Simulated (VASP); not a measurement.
# MgS (P6_3mc) in VASP: settings compared

Aim: see how the results for MgS move with the level of theory and the settings. Levels: r2SCAN, PBE, LDA, PBEsol. Tasks: single point, relaxation of cell and atoms.

Program: VASP 6.6.1. These are calculated values, not measurements. Logs are shortened: lines on timing, memory, paths and dates and some standing lists are left out, and cuts for length are marked.

## (1) The cell of the first run

It takes space group P6_3mc (No. 186, hexagonal). The conventional cell has a = 4.029 Å, b = 4.029 Å, c = 6.454 Å, α = 90.00°, β = 90.00°, γ = 120.00°. Mg (site symmetry 3m) has 4 S at 2.45 to 2.46 Å within 3.2 Å. S (site symmetry 3m) has 4 Mg at 2.45 to 2.46 Å within 3.2 Å.

## (2) Single point, r2SCAN

POSCAR

```
MgS
1.0
    4.0286647932      0.0000000000      0.0000000000
   -2.0143323966      3.4889260542      0.0000000000
    0.0000000000      0.0000000000      6.4542161851
Mg S
2 2
Direct
    0.6666666667      0.3333333333      0.4971196678
    0.3333333333      0.6666666667      0.9971196678
    0.3333333333      0.6666666667      0.3778793322
    0.6666666667      0.3333333333      0.8778793322
```

INCAR.step1

```
  PREC = Accurate
  ENCUT = 520
  ISMEAR = -1
  SIGMA = 0.02
  LREAL = False
  LASPH = True
  NELM = 100
  NBANDS = 16
  GGA = PE
  ALGO = Normal
  EDIFF = 1E-4
  LWAVE = True
  LCHARG = False
```

INCAR.step2

```
  PREC = Accurate
  ENCUT = 520
  EDIFF = 1E-6
  ISMEAR = -1
  SIGMA = 0.02
  LREAL = False
  LASPH = True
  NELM = 100
  ALGO = Normal
  ISIF = 2
  LWAVE = False
  LCHARG = True
  METAGGA = R2SCAN
  LMIXTAU = True
  LELF = True
  LVHAR = True
  NBANDS = 16
  ISTART = 1
```

KPOINTS

```
Automatic mesh
0
Gamma
  6 6 4
```

Potentials or basis: VASP PAW PBE potentials, release 64 (Mg, S).

The run is started by

```bash
$ cat potpaw_PBE.64/Mg/POTCAR potpaw_PBE.64/S/POTCAR > POTCAR
$ cp INCAR.step1 INCAR
$ mpirun -np 1 vasp_std > vasp.out
$ cp INCAR.step2 INCAR
$ mpirun -np 1 vasp_std > vasp.out
```

OUTCAR:

```text
PREC = Accurate
   ENCUT = 520
   EDIFF = 1E-6
   ISMEAR = -1
   LREAL = False
   LASPH = True
   NELM = 100
   ISIF = 2
   METAGGA = R2SCAN
   ISTART = 1

 ion  position               nearest neighbor table
   1  0.667  0.333  0.497-   3 2.45   3 2.45   3 2.45   4 2.46
   2  0.333  0.667  0.997-   4 2.45   4 2.45   4 2.45   3 2.46
   3  0.333  0.667  0.378-   1 2.45   1 2.45   1 2.45   2 2.46
   4  0.667  0.333  0.878-   2 2.45   2 2.45   2 2.45   1 2.46

  LATTYP: Found a hexagonal cell.
 ALAT       =     4.0286647932
 C/A-ratio  =     1.6020732715

  Lattice vectors:

 A1 = (   4.0286647932,   0.0000000000,   0.0000000000)
 A2 = (  -2.0143323966,   3.4889260542,   0.0000000000)
 A3 = (   0.0000000000,   0.0000000000,   6.4542161851)

Analysis of symmetry for initial positions (statically):
=====================================================================
 Subroutine PRICEL returns:
 Original cell was already a primitive cell.

 Routine SETGRP: Setting up the symmetry group for a
 hexagonal supercell.

 Subroutine GETGRP returns: Found 12 space group operations
 (whereof  6 operations were pure point group operations)
 out of a pool of 24 trial point group operations.

The static configuration has the point symmetry C_3v.
 The point group associated with its full space group is C_6v.

Analysis of symmetry for dynamics (positions and initial velocities):
=====================================================================
 Subroutine PRICEL returns:
 Original cell was already a primitive cell.

 Routine SETGRP: Setting up the symmetry group for a
 hexagonal supercell.

 Subroutine GETGRP returns: Found 12 space group operations
 (whereof  6 operations were pure point group operations)
 out of a pool of 24 trial point group operations.

The dynamic configuration has the point symmetry C_3v.
 The point group associated with its full space group is C_6v.

 Subroutine INISYM returns: Found 12 space group operations
 (whereof  6 operations are pure point group operations),
 and found     1 'primitive' translations

----------------------------------------------------------------------------------------

                                     Primitive cell

  volume of cell :      90.7186

  direct lattice vectors                    reciprocal lattice vectors
     4.028664793  0.000000000  0.000000000     0.248221198  0.143310575  0.000000000
    -2.014332397  3.488926054  0.000000000     0.000000000  0.286621151  0.000000000
     0.000000000  0.000000000  6.454216185     0.000000000  0.000000000  0.154937481

  length of vectors
     4.028664793  4.028664793  6.454216185     0.286621151  0.286621151  0.154937481

  position of ions in fractional coordinates (direct lattice)
     0.666666667  0.333333333  0.497119668
     0.333333333  0.666666667  0.997119668
     0.333333333  0.666666667  0.377879332
     0.666666667  0.333333333  0.877879332

  ion indices of the primitive-cell ions
   primitive index   ion index
                 1           1
                 2           2
                 3           3
                 4           4

----------------------------------------------------------------------------------------

 KPOINTS: Automatic mesh

Automatic generation of k-mesh.
 Grid dimensions read from file:
 generate k-points for:    6    6    4

 Generating k-lattice:

  Cartesian coordinates                     Fractional coordinates (reciprocal lattice)
     0.041370200  0.023885096  0.000000000     0.166666667  0.000000000  0.000000000
     0.000000000  0.047770192  0.000000000     0.000000000  0.166666667  0.000000000
     0.000000000  0.000000000  0.038734370     0.000000000  0.000000000  0.250000000

  Length of vectors
     0.047770192  0.047770192  0.038734370

  Shift w.r.t. Gamma in fractional coordinates (k-lattice)
     0.000000000  0.000000000  0.000000000

 Subroutine IBZKPT returns following result:
 ===========================================

 Found     21 irreducible k-points:

 Following reciprocal coordinates:
            Coordinates               Weight
  0.000000  0.000000  0.000000      1.000000
  0.166667  0.000000  0.000000      6.000000
  0.333333  0.000000  0.000000      6.000000
  0.500000  0.000000  0.000000      3.000000
  0.166667  0.166667  0.000000      6.000000
  0.333333  0.166667  0.000000     12.000000
[... 13 lines left out ...]
  0.333333  0.166667  0.500000     12.000000
  0.333333  0.333333  0.500000      2.000000
   k-points           NKPTS =     21   k-points in BZ     NKDIM =     21   number of bands    NBANDS=     16
   number of dos      NEDOS =    301   number of ions     NIONS =      4
   total plane-waves  NPLWV =  43200
   dimension x,y,z NGX =    30 NGY =   30 NGZ =   48
   dimension x,y,z NGXF=    60 NGYF=   60 NGZF=   96
   ions per type =               2   2
   NGX,Y,Z   is equivalent  to a cutoff of  12.38, 12.38, 12.36 a.u.
   NGXF,Y,Z  is equivalent  to a cutoff of  24.76, 24.76, 24.73 a.u.
 SYSTEM =  unknown system
   PREC   = accura    normal or accurate (medium, high low for compatibility)
   ISTART =      1    job   : 0-new  1-cont  2-samecut
   ICHARG =      0    charge: 1-file 2-atom 10-const
   ISPIN  =      1    spin polarized calculation?
   LNONCOLLINEAR =      F non collinear calculations
   LSORBIT =      F    spin-orbit coupling
   LASPH  =      T    aspherical Exc in radial PAW
   ENCUT  =  520.0 eV  38.22 Ry    6.18 a.u.   7.49  7.49 12.00*2*pi/ulx,y,z
   NELM   =    100;   NELMIN=  2; NELMDL=  0     # of ELM steps
   EDIFF  = 0.1E-05   stopping-criterion for ELM
   LREAL  =      F    real-space projection
   EDIFFG = 0.1E-04   stopping-criterion for IOM
   NSW    =      0    number of steps for IOM
   IBRION =     -1    ionic relax: 0-MD 1-quasi-New 2-CG
   NFREE  =      0    steps in history (QN), initial steepest desc. (CG)
   ISIF   =      2    stress and relaxation
   ISYM   =      2    0-nonsym 1-usesym 2-fastsym
   POTIM  = 0.5000    time-step for ionic-motion
   TEBEG  =    0.0;   TEEND  =   0.0 temperature during run
   PSTRESS=    0.0 pullay stress
   NELECT =      16.0000    total number of electrons
   NUPDOWN=      -1.0000    fix difference up-down
   EMIN   =  10.00;   EMAX   =-10.00  energy-range for DOS
   EFERMI =   0.00;   METHOD = LEGACY
   ISMEAR =    -1;   SIGMA  =   0.02  broadening in eV -4-tet -1-fermi 0-gaus
   EFERMI_NEDOS =   21; number of points for ismear=-14 and -15
   IALGO  =     38    algorithm
   IMIX   =      4    mixing-type and parameters
     AMIX     =   0.40;   BMIX     =  1.00
     AMIX_MAG =   1.60;   BMIX_MAG =  1.00
  volume/ion in A,a.u.               =      22.68       153.05
  Fermi-wavevector in a.u.,A,eV,Ry     =   0.918085  1.734928 11.468069  0.842879
  Thomas-Fermi vector in A             =   2.043126
   LORBIT       =      0    0 simple, 1 ext, 2 COOP (PROOUT), +10 PAW based schemes
   METAGGA = R2SCAN    functional components
   LHFCALC =     F    Hartree Fock is set to
   AEXX    =    0.0000 exact exchange contribution
   IVDW    =     0    specifies the selected vdW correction
   LEPSILON=     F    determine dielectric tensor
   LRPA    =     F    only Hartree local field effects (RPA)
 non-spin polarized calculation
  energy-cutoff  :      520.00
  volume of cell :       90.72
 maximum number of plane-waves:      2463
 NGX is ok and might be reduce to    30
   NGX = 15   NGY = 15   NGZ = 25

 number of electron      16.0000003 magnetization

 Free energy of the ion-electron system (eV)
  ---------------------------------------------------
  ext. energy  EPLUGINS =         0.00000000
  ---------------------------------------------------
  free energy    TOTEN  =       -30.93579822 eV

  energy without entropy =      -30.93579822  energy(sigma->0) =      -30.93579822

 E-fermi :   1.2857     XC(G=0):  -8.7703

 val. band max:        0.8698033239   @ k =   0.0000   0.0000   0.0000
 cond. band min:       5.0043605219   @ k =   0.0000   0.0000   0.0000
 fundamental gap:      4.1345571980
 Fermi energy:         1.2857259131

 k-point     1 :       0.0000    0.0000    0.0000
  band No.  band energies     occupation
      1     -10.9804      2.00000
      2     -10.2420      2.00000
      3      -2.3596      2.00000
      4       0.3349      2.00000
      5       0.3349      2.00000
      6       0.7522      2.00000
[... 8 lines left out ...]
     15      10.0613      0.00000
     16      10.6922      0.00000

 k-point     2 :       0.1667    0.0000    0.0000
  band No.  band energies     occupation
      1     -10.8440      2.00000
      2     -10.1760      2.00000
      3      -2.1413      2.00000
      4      -0.4180      2.00000
      5      -0.0090      2.00000
      6       0.1261      2.00000
[... 8 lines left out ...]
     15      10.1919      0.00000
     16      10.2226      0.00000

 k-point     3 :       0.3333    0.0000    0.0000
  band No.  band energies     occupation
      1     -10.5205      2.00000
      2     -10.0653      2.00000
      3      -1.6939      2.00000
      4      -1.4674      2.00000
      5      -1.0740      2.00000
      6      -0.2066      2.00000
[... 8 lines left out ...]
     15      10.2173      0.00000
     16      11.7479      0.00000

 k-point     4 :       0.5000    0.0000    0.0000
  band No.  band energies     occupation
      1     -10.2984      2.00000
      2     -10.0531      2.00000
      3      -2.1205      2.00000
      4      -1.5440      2.00000
      5      -1.0051      2.00000
      6      -0.3490      2.00000
[... 8 lines left out ...]
     15      10.6096      0.00000
     16      12.8501      0.00000
[... 267 lines left out ...]
 k-point    19 :       0.1667    0.1667    0.5000
  band No.  band energies     occupation
      1     -10.3613      2.00000
      2     -10.3613      2.00000
      3      -1.5539      2.00000
      4      -1.5539      2.00000
      5      -0.1452      2.00000
      6      -0.1452      2.00000
[... 8 lines left out ...]
     15      10.4611      0.00000
     16      10.4611      0.00000

 k-point    20 :       0.3333    0.1667    0.5000
  band No.  band energies     occupation
      1     -10.1752      2.00000
      2     -10.1752      2.00000
      3      -2.0130      2.00000
      4      -2.0130      2.00000
      5      -0.5500      2.00000
      6      -0.5500      2.00000
[... 8 lines left out ...]
     15      11.0101      0.00000
     16      11.0101      0.00000

 k-point    21 :       0.3333    0.3333    0.5000
  band No.  band energies     occupation
      1     -10.1112      2.00000
      2     -10.1112      2.00000
      3      -1.8866      2.00000
      4      -1.8866      2.00000
      5      -1.1215      2.00000
      6      -1.1215      2.00000
[... 8 lines left out ...]
     15      10.8294      0.00000
     16      10.8294      0.00000

------------------------ aborting loop because EDIFF is reached ----------------------------------------

  FORCE on cell =-STRESS in cart. coord.  units (eV):
  Direction    XX          YY          ZZ          XY          YZ          ZX
  --------------------------------------------------------------------------------------
  -------------------------------------------------------------------------------------
  Total       -0.1617205     -0.1617205     -0.1484887      0.0000000      0.0000000      0.0000000
  in kB       -2.8561384     -2.8561384     -2.6224521      0.0000000      0.0000000      0.0000000
  external PRESSURE =      -2.7782430 kB  Pullay stress =       0.0000000 kB

 VOLUME and BASIS-vectors are now :
 -----------------------------------------------------------------------------
  energy-cutoff  :      520.00
  volume of cell :       90.72
      direct lattice vectors                 reciprocal lattice vectors
     4.028664793  0.000000000  0.000000000     0.248221198  0.143310575  0.000000000
    -2.014332397  3.488926054  0.000000000     0.000000000  0.286621151  0.000000000
     0.000000000  0.000000000  6.454216185     0.000000000  0.000000000  0.154937481

 POSITION                                       TOTAL-FORCE (eV/Angst)
 -----------------------------------------------------------------------------------
      2.01433      1.16298      3.20852        -0.000000      0.000000      0.002935
     -0.00000      2.32595      6.43563         0.000000     -0.000000      0.002935
     -0.00000      2.32595      2.43891         0.000000      0.000000     -0.002935
      2.01433      1.16298      5.66602        -0.000000      0.000000     -0.002935
 -----------------------------------------------------------------------------------
    total drift:                               -0.000000      0.000000      0.011295

  FREE ENERGIE OF THE ION-ELECTRON SYSTEM (eV)
  ---------------------------------------------------
  free  energy   TOTEN  =       -30.9357982179 eV

  energy  without entropy=      -30.9357982179  energy(sigma->0) =      -30.93579822
```

It took 2.1 min on 1 thread of Intel Xeon Platinum 8259CL at 2.50GHz (Skylake/Cascade Lake), shared host; peak memory 0.22 GiB.

Results:

| Property | Result |
| --- | --- |
| Free energy | -30.9358 eV |
| Pressure | -0.3 GPa |
| Band gap on the k mesh | 4.13 eV, direct |

Forces on the atoms (eV/Å):
```
Mg   0.000  0.000  0.003
Mg   0.000  0.000  0.003
S    0.000  0.000 -0.003
S    0.000  0.000 -0.003
```

Caveat: the PAW data sets were made with another functional, which shifts forces and pressure a little. r2SCAN opens gaps a little over a GGA but as a rule still falls short of measured ones.

(Continued in part 2 of 2.)
